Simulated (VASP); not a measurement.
# C (Fd-3m) in VASP: notebook

C is run at these levels: RPBE+D4, LDA, PBEsol+D4; tasks: single point.

Program: VASP 6.6.1. These are calculated values, not measurements. Logs are shortened: lines on timing, memory, paths and dates and some standing lists are left out, and cuts for length are marked.

## 1. The cell of the first run

It takes space group Fd-3m (No. 227, cubic). Conventional cell: a = 3.550 Å, b = 3.550 Å, c = 3.550 Å, α = 90.00°, β = 90.00°, γ = 90.00°. Within 2.0 Å of C (site symmetry -43m) lie 4 C at 1.54 Å.

## 2. Single point, RPBE+D4

The input, INCAR:

```
SYSTEM = C
PREC = Accurate
ENCUT = 520
EDIFF = 1E-7
ISMEAR = -1
SIGMA = 0.05
LREAL = .FALSE.
LASPH = .TRUE.
NELM = 60
ALGO = Normal
ISIF = 2
LWAVE = .FALSE.
LCHARG = .FALSE.
GGA = RP
IVDW = 13
NBANDS = 11
```

The input, KPOINTS:

```
Automatic mesh
0
G
  13 13 13
  0 0 0
```

The input, POSCAR:

```
C
1.0
    0.0000000000      1.7750349905      1.7750349905
    1.7750349905      0.0000000000      1.7750349905
    1.7750349905      1.7750349905      0.0000000000
C
2
Direct
    0.7500000000      0.7500000000      0.7500000000
    0.5000000000      0.5000000000      0.5000000000
```

Potentials or basis: VASP PAW PBE potentials, release 64 (C).

The run is started by

```sh
$ cat potpaw_PBE.64/C/POTCAR > POTCAR
$ mpirun -np 1 vasp_std > vasp.out
```

OUTCAR:

```text
SYSTEM = C
   PREC = Accurate
   ENCUT = 520
   EDIFF = 1E-7
   ISMEAR = -1
   LREAL = .FALSE.
   LASPH = .TRUE.
   NELM = 60
   ISIF = 2
   GGA = RP
   IVDW = 13

 ion  position               nearest neighbor table
   1  0.750  0.750  0.750-   2 1.54   2 1.54   2 1.54   2 1.54
   2  0.500  0.500  0.500-   1 1.54   1 1.54   1 1.54   1 1.54

  LATTYP: Found a face centered cubic cell.
 ALAT       =     3.5500699810

  Lattice vectors:

 A1 = (   0.0000000000,   1.7750349905,   1.7750349905)
 A2 = (   1.7750349905,   0.0000000000,   1.7750349905)
 A3 = (   1.7750349905,   1.7750349905,   0.0000000000)

Analysis of symmetry for initial positions (statically):
=====================================================================
 Subroutine PRICEL returns:
 Original cell was already a primitive cell.

 Routine SETGRP: Setting up the symmetry group for a
 face centered cubic supercell.

 Subroutine GETGRP returns: Found 48 space group operations
 (whereof 24 operations were pure point group operations)
 out of a pool of 48 trial point group operations.

The static configuration has the point symmetry T_d .
 The point group associated with its full space group is O_h .

Analysis of symmetry for dynamics (positions and initial velocities):
=====================================================================
 Subroutine PRICEL returns:
 Original cell was already a primitive cell.

 Routine SETGRP: Setting up the symmetry group for a
 face centered cubic supercell.

 Subroutine GETGRP returns: Found 48 space group operations
 (whereof 24 operations were pure point group operations)
 out of a pool of 48 trial point group operations.

The dynamic configuration has the point symmetry T_d .
 The point group associated with its full space group is O_h .

 Subroutine INISYM returns: Found 48 space group operations
 (whereof 24 operations are pure point group operations),
 and found     1 'primitive' translations

----------------------------------------------------------------------------------------

                                     Primitive cell

  volume of cell :      11.1854

  direct lattice vectors                    reciprocal lattice vectors
     0.000000000  1.775034991  1.775034991    -0.281684588  0.281684588  0.281684588
     1.775034991  0.000000000  1.775034991     0.281684588 -0.281684588  0.281684588
     1.775034991  1.775034991  0.000000000     0.281684588  0.281684588 -0.281684588

  length of vectors
     2.510278557  2.510278557  2.510278557     0.487892018  0.487892018  0.487892018
[... 89 lines left out ...]
   POTIM  = 0.5000    time-step for ionic-motion
   TEBEG  =    0.0;   TEEND  =   0.0 temperature during run
   PSTRESS=    0.0 pullay stress
   NELECT =       8.0000    total number of electrons
   NUPDOWN=      -1.0000    fix difference up-down
   EMIN   =  10.00;   EMAX   =-10.00  energy-range for DOS
   EFERMI =   0.00;   METHOD = LEGACY
   ISMEAR =    -1;   SIGMA  =   0.05  broadening in eV -4-tet -1-fermi 0-gaus
   EFERMI_NEDOS =   21; number of points for ismear=-14 and -15
   IALGO  =     38    algorithm
   IMIX   =      4    mixing-type and parameters
     AMIX     =   0.40;   BMIX     =  1.00
     AMIX_MAG =   1.60;   BMIX_MAG =  1.00
  volume/ion in A,a.u.               =       5.59        37.74
  Fermi-wavevector in a.u.,A,eV,Ry     =   1.464046  2.766645 29.163125  2.143429
  Thomas-Fermi vector in A             =   2.580068
   LORBIT       =      0    0 simple, 1 ext, 2 COOP (PROOUT), +10 PAW based schemes
   GGA     = RP    functional components
   LHFCALC =     F    Hartree Fock is set to
   AEXX    =    0.0000 exact exchange contribution
   IVDW    =    13    specifies the selected vdW correction
   LEPSILON=     F    determine dielectric tensor
   LRPA    =     F    only Hartree local field effects (RPA)
 non-spin polarized calculation
  energy-cutoff  :      520.00
  volume of cell :       11.19
 maximum number of plane-waves:       310
   NGX =  9   NGY =  9   NGZ =  9

 number of electron       7.9999999 magnetization

 Free energy of the ion-electron system (eV)
  ---------------------------------------------------
  ext. energy  EPLUGINS =         0.00000000
  ---------------------------------------------------
  free energy    TOTEN  =       -17.21671890 eV

  energy without entropy =      -17.21671890  energy(sigma->0) =      -17.21671890

 E-fermi :  11.1011     XC(G=0): -13.2391

 val. band max:       10.0556139623   @ k =   0.0000   0.0000   0.0000
 cond. band min:      14.2208609187   @ k =   0.3846   0.3846   0.0000
 fundamental gap:      4.1652469565
 Fermi energy:        11.1011482974

 k-point     1 :       0.0000    0.0000    0.0000
  band No.  band energies     occupation
      1     -11.6900      2.00000
      2      10.0556      2.00000
      3      10.0556      2.00000
      4      10.0556      2.00000
      5      15.6870      0.00000
      6      15.6870      0.00000
      7      15.6870      0.00000
      8      23.6543      0.00000
      9      29.6440      0.00000
     10      36.6423      0.00000
     11      36.6423      0.00000
[... 309 lines left out ...]
 k-point    24 :       0.4615    0.1538    0.0000
  band No.  band energies     occupation
      1      -6.6221      2.00000
      2      -1.3395      2.00000
      3       5.5548      2.00000
      4       6.0873      2.00000
      5      17.1968      0.00000
      6      20.7612      0.00000
      7      21.1131      0.00000
      8      24.1677      0.00000
      9      30.9594      0.00000
     10      33.7024      0.00000
     11      37.3644      0.00000

 [... further k-points ...]

------------------------ aborting loop because EDIFF is reached ----------------------------------------

  DFT-D4 for vdW energy calculation

  Edisp (eV):   -1.07811

  FORCE on cell =-STRESS in cart. coord.  units (eV):
  Direction    XX          YY          ZZ          XY          YZ          ZX
  --------------------------------------------------------------------------------------
  -------------------------------------------------------------------------------------
  Total       0.04151     0.04151     0.04151    -0.00000    -0.00000    -0.00000
  in kB       5.94541     5.94541     5.94541    -0.00000    -0.00000    -0.00000
  external pressure =        5.95 kB  Pullay stress =        0.00 kB

 VOLUME and BASIS-vectors are now :
 -----------------------------------------------------------------------------
  energy-cutoff  :      520.00
  volume of cell :       11.19
      direct lattice vectors                 reciprocal lattice vectors
     0.000000000  1.775034991  1.775034991    -0.281684588  0.281684588  0.281684588
     1.775034991  0.000000000  1.775034991     0.281684588 -0.281684588  0.281684588
     1.775034991  1.775034991  0.000000000     0.281684588  0.281684588 -0.281684588

 POSITION                                       TOTAL-FORCE (eV/Angst)
 -----------------------------------------------------------------------------------
      2.66255      2.66255      2.66255        -0.000000     -0.000000     -0.000000
      1.77503      1.77503      1.77503         0.000000      0.000000      0.000000
 -----------------------------------------------------------------------------------
    total drift:                                0.000000     -0.000000      0.000000

  FREE ENERGIE OF THE ION-ELECTRON SYSTEM (eV)
  ---------------------------------------------------
  free  energy   TOTEN  =       -18.2948240642 eV

  energy  without entropy=      -18.2948240642  energy(sigma->0) =      -18.29482406
```

OSZICAR:

```text
N       E                     dE             d eps       ncg     rms          rms(c)
DAV:   1     0.277086589235E+01    0.27709E+01   -0.48339E+03  1947   0.701E+02
DAV:   2    -0.174436547690E+02   -0.20215E+02   -0.19635E+02  2417   0.128E+02
DAV:   3    -0.178056955696E+02   -0.36204E+00   -0.36133E+00  2174   0.132E+01
DAV:   4    -0.178062286563E+02   -0.53309E-03   -0.53307E-03  1994   0.630E-01
DAV:   5    -0.178062292479E+02   -0.59166E-06   -0.59167E-06  2152   0.197E-02    0.580E+00
DAV:   6    -0.173599146450E+02    0.44631E+00   -0.22814E-01  1896   0.337E+00    0.352E+00
DAV:   7    -0.172136835319E+02    0.14623E+00   -0.28633E-01  1986   0.386E+00    0.767E-01
DAV:   8    -0.172166096693E+02   -0.29261E-02   -0.93272E-03  1923   0.716E-01    0.601E-02
DAV:   9    -0.172166852129E+02   -0.75544E-04   -0.15850E-04  2199   0.100E-01    0.279E-02
DAV:  10    -0.172167182554E+02   -0.33042E-04   -0.33577E-05  1959   0.518E-02    0.514E-03
DAV:  11    -0.172167189597E+02   -0.70424E-06   -0.97000E-07  2248   0.889E-03    0.657E-04
DAV:  12    -0.172167189020E+02    0.57689E-07   -0.75957E-08  1941   0.272E-03
   1 F= -.18294824E+02 E0= -.18294824E+02  d E =-.258289E-11
```

stdout:

```text
POSCAR found type information on POSCAR C
 POSCAR found :  1 types and       2 ions
 scaLAPACK will be used
 -----------------------------------------------------------------------------
|                                                                             |
|                                                                             |
|     You enforced a specific xc type in the INCAR file but a different       |
|     I HOPE YOU KNOW WHAT YOU ARE DOING!                                     |
|                                                                             |
 -----------------------------------------------------------------------------

 LDA part: xc-table for (Slater+PW92), standard interpolation
 POSCAR, INCAR and KPOINTS ok, starting setup
 FFT: planning ... GRIDC
 FFT: planning ... GRID_SOFT
 FFT: planning ... GRID
 WAVECAR not read
 entering main loop
```

It took 7.5 s on 1 thread of AMD EPYC 9R45 (Zen 5), shared host; peak memory 0.09 GiB.

What came out:

```
Free energy                : -18.2948 eV
Pressure                   : 0.6 GPa
Band gap on the k mesh     : 4.17 eV, indirect (least direct gap 5.63 eV)
Dispersion energy per atom : -0.539 eV
```

Levels at points of the mesh, in eV from the valence-band top:
```csv
k point,band 1,band 2,band 3,band 4,band 5,band 6,band 7,band 8,band 9
"(0.00, 0.00, 0.00)",-21.75,0.00,0.00,0.00,5.63,5.63,5.63,13.60,19.59
```

Caveat: the PAW data sets were made with another functional, which shifts forces and pressure a little. A k mesh can miss the band edges.

## 3. Single point, LDA

This run uses another cell than the first one, of 5.90 Å³/atom, 1.055 times its volume.

The input, INCAR:

```
SYSTEM = C
PREC = Accurate
ENCUT = 520
EDIFF = 1E-6
ISMEAR = -1
SIGMA = 0.05
LREAL = .FALSE.
LASPH = .TRUE.
NELM = 80
ALGO = Normal
ISIF = 2
LWAVE = .FALSE.
LCHARG = .FALSE.
GGA = CA
NBANDS = 11
```

KPOINTS is that of step 2.

The input, POSCAR:

```
C
1.0
    0.0000000000      1.8068380860      1.8068380860
    1.8068380860      0.0000000000      1.8068380860
    1.8068380860      1.8068380860      0.0000000000
C
2
Direct
    0.7500000000      0.7500000000      0.7500000000
    0.5000000000      0.5000000000      0.5000000000
```

Potentials or basis: VASP PAW LDA potentials, release 64 (C).

The run is started by

```sh
$ cat potpaw_LDA.64/C/POTCAR > POTCAR
$ mpirun -np 1 vasp_std > vasp.out
```

It took 4.9 s on 1 thread of AMD EPYC 9R45 (Zen 5), shared host; peak memory 0.08 GiB.

The run converged. Its results:

* Free energy: -20.1806 eV
* Pressure: -27.1 GPa
* Band gap on the k mesh: 4.02 eV, indirect (least direct gap 5.43 eV)

Levels at points of the mesh, in eV from the valence-band top:
| k point | band 1 | band 2 | band 3 | band 4 | band 5 | band 6 | band 7 | band 8 |
| --- | --- | --- | --- | --- | --- | --- | --- | --- |
| (0.00, 0.00, 0.00) | -20.80 | 0.00 | 0.00 | 0.00 | 5.43 | 5.43 | 5.43 | 12.67 |

## 4. Single point, PBEsol+D4

This run uses another cell than the first one, of 6.01 Å³/atom, 1.075 times its volume.

The input, INCAR:

```
ALGO = Normal
EDIFF = 1E-6
ENCUT = 520
GGA = PS
ISIF = 2
ISMEAR = -1
IVDW = 13
LASPH = T
LCHARG = F
LREAL = F
LWAVE = F
NBANDS = 11
NELM = 60
PREC = Accurate
SIGMA = 0.05
```

The input, KPOINTS:

```
k-points
0
Gamma
  13 13 13
```

The input, POSCAR:

```
C
1.0
    0.0000000000      1.8183469191      1.8183469191
    1.8183469191      0.0000000000      1.8183469191
    1.8183469191      1.8183469191      0.0000000000
C
2
Direct
    0.7500000000      0.7500000000      0.7500000000
    0.5000000000      0.5000000000      0.5000000000
```

Potentials or basis: VASP PAW PBE potentials, release 64 (C).

The run is started by

```sh
$ cat potpaw_PBE.64/C/POTCAR > POTCAR
$ mpirun -np 1 vasp_std > vasp.out
```

Wall time 6.8 s (1 thread of AMD EPYC 9R45 (Zen 5), shared host); peak memory 0.09 GiB.

It converged, with:

```yaml
Free_energy: -19.4086 eV
Pressure: -29.3 GPa
Band_gap_on_the_k_mesh: 3.89 eV, indirect (least direct gap 5.38 eV)
Dispersion_energy_per_atom: -0.113 eV
```

Levels at points of the mesh, in eV from the valence-band top:
```
           k point  band 1  band 2  band 3  band 4  band 5  band 6  band 7  band 8  band 9
(0.00, 0.00, 0.00)  -20.75    0.00    0.00    0.00    5.38    5.38    5.38   12.07   18.22
```

Caveat: the PAW data sets were made with another functional, which shifts forces and pressure a little. A k mesh can miss the band edges.

## 5. The runs side by side

```tsv
level	potentials or basis	cell	gap on the mesh (eV)	pressure (GPa)
RPBE+D4	VASP PAW PBE potentials, release 64 (C)	a = 2.510 Å, angles 60.0°, 2 atoms	4.17	0.6
LDA	VASP PAW LDA potentials, release 64 (C)	a = 2.555 Å, angles 60.0°, 2 atoms	4.02	-27.1
PBEsol+D4	VASP PAW PBE potentials, release 64 (C)	a = 2.572 Å, angles 60.0°, 2 atoms	3.89	-29.3
```

Alike in all rows: task single point; no spin polarisation; k mesh 13 × 13 × 13; cutoff (eV) 520; smearing fermi-dirac 0.05 eV.

Caveats: the PAW data sets were made with another functional, which shifts forces and pressure a little (some runs).

Absolute energies hang on the potentials; compare differences alone.
